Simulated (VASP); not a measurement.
Write the native input for VASP 6.6.1 that does the following.

| Quantity | Value |
| --- | --- |
| Task | single point |
| Functional | PBEsol |
| Potentials or basis | VASP PAW PBE potentials, release 64 (Al, O) |
| Cutoff | 520 eV |
| k mesh | 12 × 12 × 4 |
| Occupations | gaussian, width 0.05 eV |
| Spin | no spin polarisation |
| Dipole correction | no |
| Further INCAR settings | ALGO = Normal; EDIFF = 1e-06; NBANDS = 20 |

The structure of Al2O3 lies in POSCAR:

```
Al2O3
1.0
    3.0174825440      0.0000000000      0.0000000000
   -1.5087412720      2.6132165386      0.0000000000
    0.0000000000      0.0000000000      7.8776214423
Al O
2 3
Direct
    0.0000000000      0.0000000000      0.2779510000
    0.0000000000      0.0000000000      0.7220490000
    0.3333333333      0.6666666667      0.1994540000
    0.6666666667      0.3333333333      0.8005460000
    0.0000000000      0.0000000000      0.5000000000
```

This cell differs from its parent crystal: strain +0.000 along x and y, +0.040 along z.

These files were run (other wordings do the same):

INCAR

```
SYSTEM = Al2O3
PREC = Accurate
ENCUT = 520
EDIFF = 1E-6
ISMEAR = 0
SIGMA = 0.05
LREAL = .FALSE.
LASPH = .TRUE.
NELM = 80
ALGO = Normal
ISIF = 2
LWAVE = .FALSE.
LCHARG = .TRUE.
GGA = PS
LELF = .TRUE.
LVHAR = .TRUE.
NBANDS = 20
```

KPOINTS

```
Automatic mesh
0
G
  12 12 4
  0 0 0
```

Potentials or basis: VASP PAW PBE potentials, release 64 (Al, O).

Launch:

```bash
$ cat potpaw_PBE.64/Al/POTCAR potpaw_PBE.64/O/POTCAR > POTCAR
$ mpirun -np 1 vasp_std > vasp.out
```

Results of the run:

- Pressure: -9.7 GPa
- Largest force: 1.583 eV/Å
- Band gap on the k mesh: 1.52 eV, direct

Caveat: the cell differs from its parent crystal (strain +0.000 along x and y, +0.040 along z); the PAW data sets were made with another functional, which shifts forces and pressure a little.

Wall time 28 s on 1 thread of Intel(R) Xeon(R) 6975P-C (Granite Rapids) (shared host), peak memory 0.21 GiB.
